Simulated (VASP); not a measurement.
# Bi (R-3m) in VASP: further runs, part 2 of 3

VASP 6.6.1.

## 4. Single point, LDA

The input, INCAR:

```
ALGO = Normal ; EDIFF = 1E-7
ENCUT = 520 ; ISIF = 2
ISMEAR = 1 ; LASPH = True
LCHARG = True ; LELF = True
LREAL = False ; LVHAR = True
LWAVE = False ; NBANDS = 22
NELM = 60 ; PREC = Accurate
SIGMA = 0.03
```

The input, KPOINTS:

```
k-points
0
Gamma
  9 9 9
```

The input, POSCAR:

```
Bi
1.0
    2.2451514826      1.2962388128      3.8388382945
   -2.2451514826      1.2962388128      3.8388382945
    0.0000000000     -2.5924776257      3.8388382945
Bi
2
Direct
    0.2371145469      0.2371145469      0.2371145469
    0.7628854531      0.7628854531      0.7628854531
```

Potentials or basis: VASP PAW LDA potentials, release 64 (Bi_d).

Run with:

```console
$ cat potpaw_LDA.64/Bi_d/POTCAR > POTCAR
$ mpirun -np 1 vasp_std > vasp.out
```

OUTCAR:

```text
EDIFF = 1E-7
   ENCUT = 520
   ISIF = 2
   ISMEAR = 1
   LASPH = True
   LREAL = False
   NELM = 60
   PREC = Accurate

 ion  position               nearest neighbor table
   1  0.237  0.237  0.237-   2 3.06   2 3.06   2 3.06   2 3.41   2 3.41   2 3.41
   2  0.763  0.763  0.763-   1 3.06   1 3.06   1 3.06   1 3.41   1 3.41   1 3.41

  LATTYP: Found a trigonal (rhomboedric) cell.
 ALAT       =     4.6322370072
 COS(alpha) =     0.5301710765

  Lattice vectors:

 A1 = (   2.2451514826,   1.2962388128,   3.8388382945)
 A2 = (  -2.2451514826,   1.2962388128,   3.8388382945)
 A3 = (   0.0000000000,  -2.5924776257,   3.8388382945)

Analysis of symmetry for initial positions (statically):
=====================================================================
 Subroutine PRICEL returns:
 Original cell was already a primitive cell.

 Routine SETGRP: Setting up the symmetry group for a
 trigonal (rhombohedral) supercell.

 Subroutine GETGRP returns: Found 12 space group operations
 (whereof 12 operations were pure point group operations)
 out of a pool of 12 trial point group operations.

[... 153 lines left out ...]

 Free energy of the ion-electron system (eV)
  ---------------------------------------------------
  ext. energy  EPLUGINS =         0.00000000
  ---------------------------------------------------
  free energy    TOTEN  =        -9.13321980 eV

  energy without entropy =       -9.13315912  energy(sigma->0) =       -9.13319958

 E-fermi :   6.6284     XC(G=0): -10.0322

 val. band max:        6.6141383949   @ k =   0.4444   0.0000   0.0000
 cond. band min:       6.6427098333   @ k =   0.2222   0.2222   0.1111
 fundamental gap:      0.0285714383
 Fermi energy:         6.6284241137

 k-point     1 :       0.0000    0.0000    0.0000
  band No.  band energies     occupation
      1     -16.3020      2.00000
      2     -16.3020      2.00000
      3     -16.1296      2.00000
      4     -16.1296      2.00000
      5     -16.1187      2.00000
      6     -15.9199      2.00000
[... 589 lines left out ...]
     21      16.5104      0.00000
     22      17.2068      0.00000

 [... further k-points ...]
[... 5 lines left out ...]
  --------------------------------------------------------------------------------------
  -------------------------------------------------------------------------------------
  Total        0.0503445      0.0503445      0.0041405      0.0000000     -0.0000000      0.0000000
  in kB        1.2033196      1.2033196      0.0989657      0.0000000     -0.0000000      0.0000000
  external PRESSURE =       0.8352016 kB  Pullay stress =       0.0000000 kB

 VOLUME and BASIS-vectors are now :
 -----------------------------------------------------------------------------
  energy-cutoff  :      520.00
  volume of cell :       67.03
      direct lattice vectors                 reciprocal lattice vectors
     2.245151483  1.296238813  3.838838294     0.222702122  0.128577130  0.086831825
    -2.245151483  1.296238813  3.838838294    -0.222702122  0.128577130  0.086831825
     0.000000000 -2.592477626  3.838838294     0.000000000 -0.257154260  0.086831825

 POSITION                                       TOTAL-FORCE (eV/Angst)
 -----------------------------------------------------------------------------------
      0.00000     -0.00000      2.73073         0.000000     -0.000000      0.010959
      0.00000     -0.00000      8.78578         0.000000      0.000000     -0.010959
 -----------------------------------------------------------------------------------
    total drift:                                0.000000      0.000000      0.000000

  FREE ENERGIE OF THE ION-ELECTRON SYSTEM (eV)
  ---------------------------------------------------
  free  energy   TOTEN  =        -9.1332198046 eV

  energy  without entropy=       -9.1331591214  energy(sigma->0) =       -9.13319958
```

Run time: 53 s. Hardware: 1 thread of Intel Xeon 6975P-C (Granite Rapids), shared host; peak memory 0.22 GiB.

What came out:

```yaml
Free_energy: -9.1332 eV
Pressure: 0.1 GPa
Largest_force: 0.011 eV/Å
Band_gap_on_the_k_mesh: zero (band 15 reaches 6.64 eV, above the bottom of band 16 at 6.61 eV)
```

Forces in eV/Å, atoms in the order of the input:
```
Bi   0.000  0.000  0.011
Bi   0.000  0.000 -0.011
```

Stress tensor (GPa, compression positive):
```
0.12 0.00 0.00
0.00 0.12 0.00
0.00 0.00 0.01
```

Caveat: spin-orbit coupling is left out, which moves the levels of the heavy elements.

## 5. Single point, LDA

The input, INCAR:

```
  PREC = Accurate
  ENCUT = 520
  EDIFF = 1E-7
  ISMEAR = 1
  SIGMA = 0.1
  LREAL = False
  LASPH = True
  NELM = 80
  ALGO = Normal
  ISIF = 2
  LWAVE = False
  LCHARG = False
  GGA = CA
  NBANDS = 22
```

The input, KPOINTS:

```
regular mesh
0
Gamma
  9 9 9
```

POSCAR is that of step 4.

Potentials or basis: VASP PAW LDA potentials, release 64 (Bi_d).

Run with:

```console
$ cat potpaw_LDA.64/Bi_d/POTCAR > POTCAR
$ mpirun -np 1 vasp_std > vasp.out
```

OUTCAR:

```text
PREC = Accurate
   ENCUT = 520
   EDIFF = 1E-7
   ISMEAR = 1
   LREAL = False
   LASPH = True
   NELM = 80
   ISIF = 2
   GGA = CA

 ion  position               nearest neighbor table
   1  0.237  0.237  0.237-   2 3.06   2 3.06   2 3.06   2 3.41   2 3.41   2 3.41
   2  0.763  0.763  0.763-   1 3.06   1 3.06   1 3.06   1 3.41   1 3.41   1 3.41

  LATTYP: Found a trigonal (rhomboedric) cell.
 ALAT       =     4.6322370072
 COS(alpha) =     0.5301710765

  Lattice vectors:

[... 787 lines left out ...]
------------------------ aborting loop because EDIFF is reached ----------------------------------------

  FORCE on cell =-STRESS in cart. coord.  units (eV):
  Direction    XX          YY          ZZ          XY          YZ          ZX
  --------------------------------------------------------------------------------------
  -------------------------------------------------------------------------------------
  Total        0.0523464      0.0523464     -0.0006493      0.0000000      0.0000000      0.0000000
  in kB        1.2511677      1.2511677     -0.0155185      0.0000000      0.0000000      0.0000000
  external PRESSURE =       0.8289390 kB  Pullay stress =       0.0000000 kB

 VOLUME and BASIS-vectors are now :
 -----------------------------------------------------------------------------
  energy-cutoff  :      520.00
  volume of cell :       67.03
      direct lattice vectors                 reciprocal lattice vectors
     2.245151483  1.296238813  3.838838294     0.222702122  0.128577130  0.086831825
    -2.245151483  1.296238813  3.838838294    -0.222702122  0.128577130  0.086831825
     0.000000000 -2.592477626  3.838838294     0.000000000 -0.257154260  0.086831825

 POSITION                                       TOTAL-FORCE (eV/Angst)
 -----------------------------------------------------------------------------------
      0.00000     -0.00000      2.73073         0.000000     -0.000000      0.006967
      0.00000     -0.00000      8.78578         0.000000      0.000000     -0.006967
 -----------------------------------------------------------------------------------
    total drift:                                0.000000      0.000000      0.000000

  FREE ENERGIE OF THE ION-ELECTRON SYSTEM (eV)
  ---------------------------------------------------
  free  energy   TOTEN  =        -9.1333995190 eV

  energy  without entropy=       -9.1333852736  energy(sigma->0) =       -9.13339477
```

OSZICAR:

```text
N       E                     dE             d eps       ncg     rms          rms(c)
DAV:   1     0.306768647899E+03    0.30677E+03   -0.16262E+04  3740   0.167E+03
DAV:   2     0.171563872018E+02   -0.28961E+03   -0.28247E+03  3764   0.439E+02
DAV:   3    -0.824157107204E+01   -0.25398E+02   -0.25097E+02  4580   0.144E+02
DAV:   4    -0.911572285864E+01   -0.87415E+00   -0.87365E+00  4540   0.292E+01
DAV:   5    -0.915527690101E+01   -0.39554E-01   -0.39553E-01  5468   0.559E+00    0.106E+00
DAV:   6    -0.914028253614E+01    0.14994E-01   -0.19126E-02  4802   0.148E+00    0.613E-01
DAV:   7    -0.913346545924E+01    0.68171E-02   -0.11860E-02  4862   0.119E+00    0.105E-01
DAV:   8    -0.913339372866E+01    0.71731E-04   -0.12579E-03  4370   0.421E-01    0.171E-02
DAV:   9    -0.913339966917E+01   -0.59405E-05   -0.56416E-05  5720   0.574E-02    0.715E-03
DAV:  10    -0.913339946957E+01    0.19961E-06   -0.22421E-06  4784   0.114E-02    0.149E-03
DAV:  11    -0.913339951900E+01   -0.49434E-07   -0.14273E-07  3260   0.295E-03
   1 F= -.91333995E+01 E0= -.91333948E+01  d E =-.142454E-04
```

stdout:

```text
POSCAR found type information on POSCAR Bi
 POSCAR found :  1 types and       2 ions
 scaLAPACK will be used
 LDA part: xc-table for (Slater(with rela. corr.)+CA(PZ))
 , standard interpolation
 POSCAR, INCAR and KPOINTS ok, starting setup
 FFT: planning ... GRIDC
 FFT: planning ... GRID_SOFT
 FFT: planning ... GRID
 WAVECAR not read
 entering main loop
```

It took 49 s on 1 thread of Intel Xeon 6975P-C (Granite Rapids), shared host; peak memory 0.23 GiB.

Results:

```yaml
Free_energy: -9.1334 eV
Pressure: 0.1 GPa
Largest_force: 0.007 eV/Å
Band_gap_on_the_k_mesh: zero (band 15 reaches 6.64 eV, above the bottom of band 16 at 6.61 eV)
```

Forces in eV/Å, atoms in the order of the input:
```
Bi   0.000  0.000  0.007
Bi   0.000  0.000 -0.007
```

Levels at points of the mesh, in eV from the Fermi level:
| k point | band 12 | band 13 | band 14 | band 15 | band 16 | band 17 | band 18 | band 19 |
| --- | --- | --- | --- | --- | --- | --- | --- | --- |
| (0.00, 0.00, 0.00) | -7.28 | -1.54 | -1.28 | -1.28 | 2.81 | 3.11 | 3.11 | 5.57 |

Caveat: spin-orbit coupling is left out, which moves the levels of the heavy elements.

(Continued in part 3 of 3.)
